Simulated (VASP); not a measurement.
Here is a VASP 6.6.1 calculation.

INCAR

```
  PREC = Accurate
  ENCUT = 520
  EDIFF = 1E-6
  ISMEAR = 0
  SIGMA = 0.05
  LREAL = F
  LASPH = T
  NELM = 150
  ALGO = Normal
  ISIF = 2
  LWAVE = F
  LCHARG = F
  MAGMOM = 0 0 0 0 0 0
  LORBIT = 11
  LSORBIT = T
  GGA_COMPAT = F
  LORBMOM = T
  GGA = PE
  NBANDS = 30
```

The input KPOINTS:

```
regular mesh
0
Gamma
  10 10 10
```

Contents of POSCAR:

```
CdTe
1.0
    0.0000000000      3.3849605536      3.3849605536
    3.3849605536      0.0000000000      3.3849605536
    3.3849605536      3.3849605536      0.0000000000
Cd Te
1 1
Direct
    0.0000000000      0.0000000000      0.0000000000
    0.2500000000      0.2500000000      0.2500000000
```

Potentials or basis: VASP PAW PBE potentials, release 64 (Cd, Te).

Launch:

```bash
$ cat potpaw_PBE.64/Cd/POTCAR potpaw_PBE.64/Te/POTCAR > POTCAR
$ mpirun -np 1 vasp_ncl > vasp.out
```

Problem. What does it give for the pressure?

Solution. -1.9 GPa.

Problem. What does it give for the net moment?

Solution. 0.00 μB per cell.

Moments on the atoms (μB; x, y, z):
```
Cd  0.00 0.00 0.00
Te  0.00 0.00 0.00
```
